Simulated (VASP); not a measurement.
Set up this calculation in VASP 6.6.1, as the native input.

```
Task                   : single point
Functional             : r2SCAN
Potentials or basis    : VASP PAW PBE potentials, release 64 (Al)
Cutoff                 : 520 eV
k mesh                 : 20 × 20 × 20
Occupations            : gaussian, width 0.15 eV
Spin                   : no spin polarisation
Dipole correction      : no
Further INCAR settings : ALGO = Normal; EDIFF = 1e-07; NBANDS = 8
```

Crystal: Al.

```xyz
1
Lattice="-1.5117 1.5117 1.5912 1.5117 -1.5117 1.5912 1.5117 1.5117 -1.5912" Properties=species:S:1:pos:R:3 pbc="T T T"
Al    0.0000    0.0000    0.0000
```

This cell differs from its parent crystal: strain -0.050 along x and y, +0.000 along z.

The input as run:

POSCAR

```
Al
1.0
   -1.5116577555      1.5116577555      1.5912186900
    1.5116577555     -1.5116577555      1.5912186900
    1.5116577555      1.5116577555     -1.5912186900
Al
1
Direct
    0.0000000000      0.0000000000      0.0000000000
```

INCAR.step1

```
SYSTEM = Al
  PREC = Accurate
  ENCUT = 520
  ISMEAR = 0
  SIGMA = 0.15
  LREAL = .False.
  LASPH = .True.
  NELM = 80
  NBANDS = 8
  GGA = PE
  ALGO = Normal
  EDIFF = 1E-4
  LWAVE = .True.
  LCHARG = .False.
```

INCAR.step2

```
SYSTEM = Al
  PREC = Accurate
  ENCUT = 520
  EDIFF = 1E-7
  ISMEAR = 0
  SIGMA = 0.15
  LREAL = .False.
  LASPH = .True.
  NELM = 80
  ALGO = Normal
  ISIF = 2
  LWAVE = .False.
  LCHARG = .False.
  METAGGA = R2SCAN
  LMIXTAU = .True.
  NBANDS = 8
  ISTART = 1
```

KPOINTS

```
Automatic mesh
0
Gamma
  20 20 20
  0 0 0
```

Potentials or basis: VASP PAW PBE potentials, release 64 (Al).

The run is started by

```bash
$ cat potpaw_PBE.64/Al/POTCAR > POTCAR
$ cp INCAR.step1 INCAR
$ mpirun -np 1 vasp_std > vasp.out
$ cp INCAR.step2 INCAR
$ mpirun -np 1 vasp_std > vasp.out
```

Results of the run:

| Quantity | Value |
| --- | --- |
| Pressure | 10.8 GPa |

Caveat: the cell differs from its parent crystal (strain -0.050 along x and y, +0.000 along z); the PAW data sets were made with another functional, which shifts forces and pressure a little.

Run time: 79 s on 1 thread of Intel(R) Xeon(R) 6975P-C (Granite Rapids), on a shared host, peak memory 0.17 GiB.
